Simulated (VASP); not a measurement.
Runs of VASP 6.6.1 on Cr. The structure is that of space group P6_3/mmc (No. 194), or close to it. The cells are those of the table. 

```csv
cell,k mesh,gap on the mesh (eV),pressure (GPa)
"a = 2.369, b = 2.369, c = 4.226 Å, angles 90.0, 90.0, 120.0°, 2 atoms",17 × 17 × 8,none,(b)
"a = 2.530, b = 2.530, c = 4.513 Å, angles 90.0, 90.0, 120.0°, 2 atoms",17 × 17 × 8,none,-24.5
"a = 2.334, b = 2.334, c = 4.164 Å, angles 90.0, 90.0, 120.0°, 2 atoms",17 × 17 × 8,none,46.0
"a = 2.499, b = 2.499, c = 4.458 Å, angles 90.0, 90.0, 120.0°, 2 atoms",17 × 17 × 8,none,-17.9
"a = 2.436, b = 2.436, c = 4.345 Å, angles 90.0, 90.0, 120.0°, 2 atoms",24 × 24 × 12,none,0.1
"a = 2.403, b = 2.403, c = 4.287 Å, angles 90.0, 90.0, 120.0°, 2 atoms",17 × 17 × 8,none,(a)
"a = 2.468, b = 2.468, c = 4.403 Å, angles 90.0, 90.0, 120.0°, 2 atoms",17 × 17 × 8,none,-9.9
"a = 2.436, b = 2.436, c = 4.345 Å, angles 90.0, 90.0, 120.0°, 2 atoms",17 × 17 × 8,none,0.1
```

Alike in all rows: task single point; level LDA; potentials or basis VASP PAW LDA potentials, release 64 (Cr_pv); no spin polarisation; cutoff (eV) 520; smearing fermi-dirac 0.1 eV.

Problem. Estimate the missing entries.

Solution. (a) 12.4; (b) 27.4.

Caveats: the run has no spin polarisation, though such a crystal can be magnetic.

A gap of «none» marks levels without a gap at the run's occupations.
